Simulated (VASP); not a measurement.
Input of a VASP 6.6.1 run:

Contents of INCAR:

```
ALGO = Normal
EDIFF = 1E-6
ENCUT = 520
GGA = RE
ISIF = 2
ISMEAR = 0
LASPH = T
LCHARG = T
LELF = T
LREAL = F
LVHAR = T
LWAVE = F
NBANDS = 11
NELM = 100
PREC = Accurate
SIGMA = 0.05
```

Contents of KPOINTS:

```
k-points
0
Gamma
  10 10 10
```

File POSCAR:

```
MgO
1.0
    0.0000000000      2.1150970605      2.1150970605
    2.1150970605      0.0000000000      2.1150970605
    2.1150970605      2.1150970605      0.0000000000
Mg O
1 1
Direct
    0.0000000000      0.0000000000      0.0000000000
    0.5000000000      0.5000000000      0.5000000000
```

Potentials or basis: VASP PAW PBE potentials, release 64 (Mg, O).

The run is started by

```bash
$ cat potpaw_PBE.64/Mg/POTCAR potpaw_PBE.64/O/POTCAR > POTCAR
$ mpirun -np 1 vasp_std > vasp.out
```

(1) What does it give for the band gap on the k mesh?

(2) Estimate the pressure.

Answers

(1) 4.68 eV, direct.

(2) 5.4 GPa.

Caveat: the PAW data sets were made with another functional, which shifts forces and pressure a little.
